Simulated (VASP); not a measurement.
BW5: single point with PBE

Crystal: BW5.

```xyz
6
Lattice="5.2490 0.0000 0.0000 -2.6245 4.5458 0.0000 0.0000 0.0000 4.1712" Properties=species:S:1:pos:R:3 pbc="T T T"
B     0.0000    0.0000    0.0000
W     0.0000    3.0305    0.0000
W     2.6245    1.5153    0.0000
W     2.6245    0.0000    2.0856
W     1.3123    2.2729    2.0856
W    -1.3123    2.2729    2.0856
```

The cell was built from a structure type or drawn by symmetry, and may not be a known phase.

```yaml
Program: VASP 6.6.1
Task: single point
Functional: PBE
Potentials_or_basis: VASP PAW PBE potentials, release 64 (B, W_sv)
Cutoff: 520 eV
k_mesh: 6 × 6 × 4
Occupations: gaussian, width 0.1 eV
Spin: no spin polarisation
```

| Property | Result |
| --- | --- |
| Pressure | 23.7 GPa |
| Band gap on the k mesh | zero (an odd number of electrons rules out a gap without spin polarisation) |

Stress tensor (GPa, compression positive):
```
12.69  0.00  0.00
 0.00 12.69  0.00
 0.00  0.00 45.85
```

Levels at points of the mesh, in eV from the Fermi level:
```csv
k point,band 34,band 35,band 36,band 37,band 38,band 39
"(0.00, 0.00, 0.00)",-1.13,-1.10,-1.10,0.24,1.17,1.17
"(0.50, 0.00, 0.00)",-1.28,-0.91,0.00,1.05,1.34,1.70
"(0.00, 0.00, 0.50)",-0.88,-0.87,-0.53,-0.53,0.57,0.57
"(0.50, 0.00, 0.50)",-1.52,-1.17,-0.97,-0.74,-0.57,0.13
```

Wall time 2.7 min on 1 thread of Intel Xeon 8259CL, on a shared host, peak memory 0.25 GiB.

Caveat: the k points lie up to 0.38 Å⁻¹ apart, too coarse for converged energies and pressures of a metal; spin-orbit coupling is left out, which moves the levels of the heavy elements.
